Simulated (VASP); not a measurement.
## Sc: single point with PBE

Sc:

```
CELL_PARAMETERS angstrom
0.00000 2.31045 2.31045
2.31045 0.00000 2.31045
2.31045 2.31045 0.00000
ATOMIC_POSITIONS crystal
Sc 0.00000 0.00000 0.00000
```

```yaml
Program: VASP 6.6.1
Task: single point
Functional: PBE
Potentials_or_basis: VASP PAW PBE potentials, release 64 (Sc_sv)
Cutoff: 500 eV
k_mesh: 8 × 8 × 8
Occupations: gaussian, width 0.05 eV
Spin: no spin polarisation
Dipole_correction: no
Further_INCAR_settings: ALGO = Normal; EDIFF = 1e-06; NBANDS = 12
```

```json
{"Pressure": "0.0 GPa"}
```

Levels at points of the mesh, in eV from the Fermi level:
| k point | band 2 | band 3 | band 4 | band 5 | band 6 | band 7 | band 8 | band 9 |
| --- | --- | --- | --- | --- | --- | --- | --- | --- |
| (0.00, 0.00, 0.00) | -27.88 | -27.88 | -27.88 | -5.21 | 1.55 | 1.55 | 1.55 | 2.93 |
| (0.50, 0.00, 0.00) | -28.27 | -27.93 | -27.93 | -1.79 | 0.20 | 1.45 | 1.45 | 3.82 |
| (0.50, 0.50, 0.00) | -28.25 | -28.02 | -28.02 | -1.54 | -0.65 | 1.89 | 3.82 | 4.05 |

Wall time 10 s on 1 thread of Intel Xeon 8259CL, with other jobs on the host, peak memory 0.14 GiB.
